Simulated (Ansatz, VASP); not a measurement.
## Two plane-wave programs on ZnAu

```
CELL_PARAMETERS angstrom
3.20872 0.00000 0.00000
0.00000 3.20872 0.00000
0.00000 0.00000 3.20872
ATOMIC_POSITIONS crystal
Zn 0.50000 0.50000 0.50000
Au 0.00000 0.00000 0.00000
```

Change from the starting cell: volume scaled by 1.06, PAW files.

Alike in both runs: task electric field gradients; functional PBE; k mesh 13 × 13 × 13; occupations fermi-dirac, width 0.05 eV; no spin polarisation.

|  | VASP | Ansatz |
| --- | --- | --- |
| version | VASP 6.6.1 | Ansatz 0.2.0 |
| potentials or method | VASP PAW PBE potentials, release 64 (Zn, Au) | PAW with Ansatz's default frozen-core files, scalar-relativistic |
| plane-wave cutoff (eV) | 520 | 420 |
| valence electrons in the cell | 23 | 31 |

```csv
,VASP,Ansatz,Ansatz less VASP
pressure (GPa),-2.2,-2.3,-0.10
```

The functional is the same, so the differences come from potentials, cutoffs and numerics. VASP's potentials hold 23 valence electrons a cell and Ansatz's 31, so a difference there can come from the potentials and not from the codes.

Neither program's run includes spin-orbit coupling.
